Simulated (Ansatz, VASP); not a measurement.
Se in VASP and in Ansatz

```
CELL_PARAMETERS angstrom
4.61983 0.00000 0.00000
-2.30991 4.00089 0.00000
0.00000 0.00000 3.49984
ATOMIC_POSITIONS crystal
Se 0.33333 0.66667 0.50000
Se 0.00000 0.00000 0.00000
Se 0.66667 0.33333 0.50000
```

Alike in both runs: functional PBE; k mesh 6 × 6 × 6; occupations gaussian, width 0.1 eV; no spin polarisation.

Ansatz relaxed the structure, and its values are those at the end. VASP's run is a single point on that final structure, the one shown.

|  | VASP | Ansatz |
| --- | --- | --- |
| version | VASP 6.6.1 | Ansatz 0.2.0 |
| potentials or method | VASP PAW PBE potentials, release 64 (Se), cutoff 520 eV | scalar-relativistic, plane waves, PAW |
| valence electrons in the cell | 18 | 48 |

|  | VASP | Ansatz | Ansatz less VASP |
| --- | --- | --- | --- |
| gap on the k mesh at the Fermi level (eV) | none | none | - |
| pressure (GPa) | 0.0 | 0.0 | -0.01 |

A gap of «none» marks a metal or a gap that the smearing closes. VASP's potentials hold 18 valence electrons a cell and Ansatz's 48, so a difference there can come from the potentials and not from the codes.
